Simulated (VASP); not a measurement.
# BeTe (F-43m) in VASP: further runs

BeTe is run at these levels: r2SCAN; tasks: single point.

Program: VASP 6.6.1. These are calculated values, not measurements. Logs are shortened: lines on timing, memory, paths and dates and some standing lists are left out, and cuts for length are marked.

**1. The cell of the first run**

It takes space group F-43m (No. 216, cubic). Conventional cell: a = 5.657 Å, b = 5.657 Å, c = 5.657 Å, α = 90.00°, β = 90.00°, γ = 90.00°. Within 3.2 Å of Be (site symmetry -43m) lie 4 Te at 2.45 Å. Te (site symmetry -43m) has 4 Be at 2.45 Å within 3.2 Å.

**2. Single point, r2SCAN**

POSCAR reads:

```
BeTe
1.0
    0.0000000000      2.8286228800      2.8286228800
    2.8286228800      0.0000000000      2.8286228800
    2.8286228800      2.8286228800      0.0000000000
Be Te
1 1
Direct
    0.0000000000      0.0000000000      0.0000000000
    0.2500000000      0.2500000000      0.2500000000
```

INCAR.step1 reads:

```
SYSTEM = BeTe
PREC = Accurate
ENCUT = 660
ISMEAR = 0
SIGMA = 0.01
LREAL = .False.
LASPH = .True.
NELM = 120
NBANDS = 11
GGA = PE
ALGO = Normal
EDIFF = 1E-5
LWAVE = .True.
LCHARG = .False.
GGA_COMPAT = .False.
```

INCAR.step2 reads:

```
SYSTEM = BeTe
PREC = Accurate
ENCUT = 660
EDIFF = 1E-6
ISMEAR = 0
SIGMA = 0.01
LREAL = .False.
LASPH = .True.
NELM = 120
ALGO = Normal
ISIF = 2
LWAVE = .False.
LCHARG = .False.
METAGGA = R2SCAN
LMIXTAU = .True.
NBANDS = 11
ISTART = 1
GGA_COMPAT = .False.
```

KPOINTS reads:

```
regular mesh
0
Gamma
  6 6 6
  0 0 0
```

Potentials or basis: VASP PAW PBE potentials, release 64 (Be, Te).

The run is started by

```
> cat potpaw_PBE.64/Be/POTCAR potpaw_PBE.64/Te/POTCAR > POTCAR
> cp INCAR.step1 INCAR
> mpirun -np 1 vasp_std > vasp.out
> cp INCAR.step2 INCAR
> mpirun -np 1 vasp_std > vasp.out
```

OUTCAR:

```text
SYSTEM = BeTe
   PREC = Accurate
   ENCUT = 660
   EDIFF = 1E-6
   ISMEAR = 0
   LREAL = .False.
   LASPH = .True.
   NELM = 120
   ISIF = 2
   METAGGA = R2SCAN
   ISTART = 1

 ion  position               nearest neighbor table
   1  0.000  0.000  0.000-   2 2.45   2 2.45   2 2.45   2 2.45
   2  0.250  0.250  0.250-   1 2.45   1 2.45   1 2.45   1 2.45

  LATTYP: Found a face centered cubic cell.
 ALAT       =     5.6572457600

  Lattice vectors:

 A1 = (   0.0000000000,   2.8286228800,   2.8286228800)
 A2 = (   2.8286228800,   0.0000000000,   2.8286228800)
 A3 = (   2.8286228800,   2.8286228800,   0.0000000000)

Analysis of symmetry for initial positions (statically):
=====================================================================
 Subroutine PRICEL returns:
 Original cell was already a primitive cell.

 Routine SETGRP: Setting up the symmetry group for a
 face centered cubic supercell.

 Subroutine GETGRP returns: Found 24 space group operations
 (whereof 24 operations were pure point group operations)
 out of a pool of 48 trial point group operations.

The static configuration has the point symmetry T_d .

Analysis of symmetry for dynamics (positions and initial velocities):
=====================================================================
 Subroutine PRICEL returns:
 Original cell was already a primitive cell.

 Routine SETGRP: Setting up the symmetry group for a
 face centered cubic supercell.

 Subroutine GETGRP returns: Found 24 space group operations
 (whereof 24 operations were pure point group operations)
 out of a pool of 48 trial point group operations.

The dynamic configuration has the point symmetry T_d .

 Subroutine INISYM returns: Found 24 space group operations
 (whereof 24 operations are pure point group operations),
 and found     1 'primitive' translations

----------------------------------------------------------------------------------------

                                     Primitive cell

  volume of cell :      45.2642

  direct lattice vectors                    reciprocal lattice vectors
     0.000000000  2.828622880  2.828622880    -0.176764461  0.176764461  0.176764461
     2.828622880  0.000000000  2.828622880     0.176764461 -0.176764461  0.176764461
     2.828622880  2.828622880  0.000000000     0.176764461  0.176764461 -0.176764461

  length of vectors
     4.000276840  4.000276840  4.000276840     0.306165028  0.306165028  0.306165028

  position of ions in fractional coordinates (direct lattice)
     0.000000000  0.000000000  0.000000000
     0.250000000  0.250000000  0.250000000

  ion indices of the primitive-cell ions
   primitive index   ion index
                 1           1
                 2           2

----------------------------------------------------------------------------------------

 KPOINTS: regular mesh

Automatic generation of k-mesh.
 Grid dimensions read from file:
 generate k-points for:    6    6    6

 Generating k-lattice:

  Cartesian coordinates                     Fractional coordinates (reciprocal lattice)
    -0.029460744  0.029460744  0.029460744     0.166666667  0.000000000  0.000000000
     0.029460744 -0.029460744  0.029460744     0.000000000  0.166666667  0.000000000
     0.029460744  0.029460744 -0.029460744     0.000000000  0.000000000  0.166666667

  Length of vectors
     0.051027505  0.051027505  0.051027505

  Shift w.r.t. Gamma in fractional coordinates (k-lattice)
     0.000000000  0.000000000  0.000000000

 Subroutine IBZKPT returns following result:
 ===========================================

 Found     16 irreducible k-points:

 Following reciprocal coordinates:
            Coordinates               Weight
  0.000000  0.000000  0.000000      1.000000
  0.166667  0.000000  0.000000      8.000000
  0.333333  0.000000  0.000000      8.000000
  0.500000  0.000000  0.000000      4.000000
  0.166667  0.166667  0.000000      6.000000
  0.333333  0.166667  0.000000     24.000000
[... 8 lines left out ...]
 -0.333333  0.333333  0.166667     24.000000
 -0.333333  0.500000  0.166667     12.000000
   k-points           NKPTS =     16   k-points in BZ     NKDIM =     16   number of bands    NBANDS=     11
   number of dos      NEDOS =    301   number of ions     NIONS =      2
   total plane-waves  NPLWV =  46656
   dimension x,y,z NGX =    36 NGY =   36 NGZ =   36
   dimension x,y,z NGXF=    72 NGYF=   72 NGZF=   72
   ions per type =               1   1
   NGX,Y,Z   is equivalent  to a cutoff of  14.96, 14.96, 14.96 a.u.
   NGXF,Y,Z  is equivalent  to a cutoff of  29.92, 29.92, 29.92 a.u.
 SYSTEM =  BeTe
   PREC   = accura    normal or accurate (medium, high low for compatibility)
   ISTART =      1    job   : 0-new  1-cont  2-samecut
   ICHARG =      0    charge: 1-file 2-atom 10-const
   ISPIN  =      1    spin polarized calculation?
   LNONCOLLINEAR =      F non collinear calculations
   LSORBIT =      F    spin-orbit coupling
   LASPH  =      T    aspherical Exc in radial PAW
   ENCUT  =  660.0 eV  48.51 Ry    6.96 a.u.   8.38  8.38  8.38*2*pi/ulx,y,z
   NELM   =    120;   NELMIN=  2; NELMDL=  0     # of ELM steps
   EDIFF  = 0.1E-05   stopping-criterion for ELM
   LREAL  =      F    real-space projection
   EDIFFG = 0.1E-04   stopping-criterion for IOM
   NSW    =      0    number of steps for IOM
   IBRION =     -1    ionic relax: 0-MD 1-quasi-New 2-CG
   NFREE  =      0    steps in history (QN), initial steepest desc. (CG)
   ISIF   =      2    stress and relaxation
   ISYM   =      2    0-nonsym 1-usesym 2-fastsym
   POTIM  = 0.5000    time-step for ionic-motion
   TEBEG  =    0.0;   TEEND  =   0.0 temperature during run
   PSTRESS=    0.0 pullay stress
   NELECT =       8.0000    total number of electrons
   NUPDOWN=      -1.0000    fix difference up-down
   EMIN   =  10.00;   EMAX   =-10.00  energy-range for DOS
   EFERMI =   0.00;   METHOD = LEGACY
   ISMEAR =     0;   SIGMA  =   0.01  broadening in eV -4-tet -1-fermi 0-gaus
   EFERMI_NEDOS =   21; number of points for ismear=-14 and -15
   IALGO  =     38    algorithm
   IMIX   =      4    mixing-type and parameters
     AMIX     =   0.40;   BMIX     =  1.00
     AMIX_MAG =   1.60;   BMIX_MAG =  1.00
  volume/ion in A,a.u.               =      22.63       152.73
  Fermi-wavevector in a.u.,A,eV,Ry     =   0.918727  1.736142 11.484122  0.844059
  Thomas-Fermi vector in A             =   2.043841
   LORBIT       =      0    0 simple, 1 ext, 2 COOP (PROOUT), +10 PAW based schemes
   METAGGA = R2SCAN    functional components
   LHFCALC =     F    Hartree Fock is set to
   AEXX    =    0.0000 exact exchange contribution
   IVDW    =     0    specifies the selected vdW correction
   LEPSILON=     F    determine dielectric tensor
   LRPA    =     F    only Hartree local field effects (RPA)
 non-spin polarized calculation
 Gauss-broadening in eV      SIGMA  =   0.01
  energy-cutoff  :      660.00
  volume of cell :       45.26
 maximum number of plane-waves:      1807
 NGX is ok and might be reduce to    36
   NGX = 17   NGY = 17   NGZ = 17

 number of electron       8.0000000 magnetization

 Free energy of the ion-electron system (eV)
  ---------------------------------------------------
  ext. energy  EPLUGINS =         0.00000000
  ---------------------------------------------------
  free energy    TOTEN  =       -30.68068235 eV

  energy without entropy =      -30.68068235  energy(sigma->0) =      -30.68068235

 E-fermi :   4.8514     XC(G=0):  -9.4213

 val. band max:        4.7877934082   @ k =   0.0000   0.0000   0.0000
 cond. band min:       7.1559740830   @ k =   0.5000   0.5000   0.0000
 fundamental gap:      2.3681806748
 Fermi energy:         4.8513563546

 k-point     1 :       0.0000    0.0000    0.0000
  band No.  band energies     occupation
      1      -7.9067      2.00000
      2       4.7878      2.00000
      3       4.7878      2.00000
      4       4.7878      2.00000
      5       8.8175      0.00000
      6       8.8175      0.00000
      7       8.8175      0.00000
      8       9.1938      0.00000
      9      13.8006      0.00000
     10      15.5079      0.00000
     11      15.5079      0.00000

 k-point     2 :       0.1667    0.0000    0.0000
  band No.  band energies     occupation
      1      -7.6360      2.00000
      2       2.7855      2.00000
      3       4.4097      2.00000
      4       4.4097      2.00000
      5       8.7235      0.00000
      6       9.3726      0.00000
      7       9.3726      0.00000
      8      11.1193      0.00000
      9      14.3979      0.00000
     10      14.3979      0.00000
     11      14.4738      0.00000

 k-point     3 :       0.3333    0.0000    0.0000
  band No.  band energies     occupation
      1      -6.9589      2.00000
      2       0.2425      2.00000
      3       3.8582      2.00000
      4       3.8582      2.00000
      5       8.4214      0.00000
      6       9.8435      0.00000
      7       9.8435      0.00000
      8      13.2216      0.00000
      9      14.8415      0.00000
     10      14.9682      0.00000
     11      14.9682      0.00000

 k-point     4 :       0.5000    0.0000    0.0000
  band No.  band energies     occupation
      1      -6.4990      2.00000
      2      -0.8876      2.00000
      3       3.6392      2.00000
      4       3.6392      2.00000
      5       8.3025      0.00000
      6       9.8108      0.00000
      7       9.8108      0.00000
      8      13.2602      0.00000
      9      16.4952      0.00000
     10      17.0179      0.00000
     11      17.0179      0.00000
[... 127 lines left out ...]
 k-point    14 :       0.5000    0.3333    0.1667
  band No.  band energies     occupation
      1      -6.4447      2.00000
      2       0.2909      2.00000
      3       1.6872      2.00000
      4       2.7833      2.00000
      5       9.1767      0.00000
      6      10.2003      0.00000
      7      10.5077      0.00000
      8      13.1042      0.00000
      9      15.5459      0.00000
     10      15.8810      0.00000
     11      18.3437      0.00000

 k-point    15 :      -0.3333    0.3333    0.1667
  band No.  band energies     occupation
      1      -6.1017      2.00000
      2      -0.1866      2.00000
      3       1.2415      2.00000
      4       2.3542      2.00000
      5       9.7219      0.00000
      6       9.9468      0.00000
      7      12.3123      0.00000
      8      12.5055      0.00000
      9      14.0590      0.00000
     10      17.4161      0.00000
     11      18.2340      0.00000

 k-point    16 :      -0.3333    0.5000    0.1667
  band No.  band energies     occupation
      1      -5.9520      2.00000
      2      -0.1413      2.00000
      3       1.3451      2.00000
      4       1.6688      2.00000
      5       8.9295      0.00000
      6       9.4698      0.00000
      7      12.7448      0.00000
      8      12.9664      0.00000
      9      16.4371      0.00000
     10      17.3921      0.00000
     11      18.3925      0.00000

------------------------ aborting loop because EDIFF is reached ----------------------------------------

  FORCE on cell =-STRESS in cart. coord.  units (eV):
  Direction    XX          YY          ZZ          XY          YZ          ZX
  --------------------------------------------------------------------------------------
  -------------------------------------------------------------------------------------
  Total        0.0584852      0.0584852      0.0584852      0.0000000     -0.0000000     -0.0000000
  in kB        2.0701464      2.0701464      2.0701464      0.0000000     -0.0000000     -0.0000000
  external PRESSURE =       2.0701464 kB  Pullay stress =       0.0000000 kB

 VOLUME and BASIS-vectors are now :
 -----------------------------------------------------------------------------
  energy-cutoff  :      660.00
  volume of cell :       45.26
      direct lattice vectors                 reciprocal lattice vectors
     0.000000000  2.828622880  2.828622880    -0.176764461  0.176764461  0.176764461
     2.828622880  0.000000000  2.828622880     0.176764461 -0.176764461  0.176764461
     2.828622880  2.828622880  0.000000000     0.176764461  0.176764461 -0.176764461

 POSITION                                       TOTAL-FORCE (eV/Angst)
 -----------------------------------------------------------------------------------
      0.00000      0.00000      0.00000        -0.000000     -0.000000      0.000000
      1.41431      1.41431      1.41431         0.000000      0.000000     -0.000000
 -----------------------------------------------------------------------------------
    total drift:                                0.000000      0.000000      0.000000

  FREE ENERGIE OF THE ION-ELECTRON SYSTEM (eV)
  ---------------------------------------------------
  free  energy   TOTEN  =       -30.6806823539 eV

  energy  without entropy=      -30.6806823539  energy(sigma->0) =      -30.68068235
```

Wall time 36 s (1 thread of Intel Xeon Platinum 8375C at 2.90GHz (Ice Lake), shared host); peak memory 0.21 GiB.

Results:

| Quantity | Value |
| --- | --- |
| Free energy | -30.6807 eV |
| Pressure | 0.2 GPa |
| Band gap on the k mesh | 2.37 eV, indirect (least direct gap 4.03 eV) |

Levels at points of the mesh, in eV from the valence-band top:
```
           k point  band 1  band 2  band 3  band 4  band 5  band 6  band 7  band 8
(0.00, 0.00, 0.00)  -12.69    0.00    0.00    0.00    4.03    4.03    4.03    4.41
(0.50, 0.00, 0.00)  -11.29   -5.68   -1.15   -1.15    3.51    5.02    5.02    8.47
(0.50, 0.50, 0.00)  -10.77   -5.27   -2.69   -2.69    2.37    3.01   10.48   10.48
```

Caveat: the PAW data sets were made with another functional, which shifts forces and pressure a little; spin-orbit coupling is left out, which moves the levels of the heavy elements. A k mesh can miss the band edges.

[end of part 1 of 2]
